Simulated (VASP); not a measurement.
Ru:

```
Ru
1.0
     2.68951    0.00000    0.00000
    -1.34475    2.32918    0.00000
     0.00000    0.00000   17.00772
Ru
8
Direct
  0.00000 0.00000 0.00000
  0.33333 0.66667 0.12500
  0.66667 0.33333 0.25000
  0.00000 0.00000 0.37500
  0.66667 0.33333 0.50000
  0.33333 0.66667 0.62500
  0.00000 0.00000 0.75000
  0.66667 0.33333 0.87500
```

```yaml
Program: VASP 6.6.1
Task: relaxation of cell and atoms
Functional: PBEsol
Potentials_or_basis: VASP PAW PBE potentials, release 64 (Ru_pv)
Cutoff: 600 eV
k_mesh: 18 × 18 × 3
Occupations: gaussian, width 0.1 eV
Spin: no spin polarisation
```

At the start: pressure 1.6 GPa; volume 13.32 Å³/atom.

Q: Where does the relaxation end?

A: Over 9 steps the energy falls by 12.9 meV/atom and the volume is 13.37 Å³/atom (+0.4 %); space group P6_3/mmc (No. 194, to 0.1 Å) before and after.

Step by step:
| step | energy change (eV) | largest force (eV/Å) | pressure (GPa) | volume (Å³) |
| --- | --- | --- | --- | --- |
| 1 | 0.0000 | 0.5659 | 1.60 | 106.54 |
| 2 | 0.0144 | 0.0220 | -4.56 | 108.51 |
| 3 | -0.0918 | 0.2640 | -1.80 | 107.50 |
| 4 | -0.0822 | 0.0039 | 4.41 | 105.64 |
| 5 | -0.0988 | 0.1652 | 0.57 | 106.76 |
| 6 | -0.1032 | 0.0065 | 0.09 | 106.93 |
| 7 | -0.1032 | 0.0155 | 0.11 | 106.92 |
| 8 | -0.1032 | 0.0013 | -0.24 | 107.04 |
| 9 | -0.1032 | 0.0078 | -0.09 | 106.98 |

Final structure:
```
Ru
1.0
     2.67197    0.00000    0.00000
    -1.33598    2.31399    0.00000
     0.00000    0.00000   17.30275
Ru
8
Direct
  0.00000 0.00000 0.99833
  0.33333 0.66667 0.12500
  0.66667 0.33333 0.25167
  0.00000 0.00000 0.37500
  0.66667 0.33333 0.49833
  0.33333 0.66667 0.62500
  0.00000 0.00000 0.75167
  0.66667 0.33333 0.87500
```

Caveat: the PAW data sets were made with another functional, which shifts forces and pressure a little.
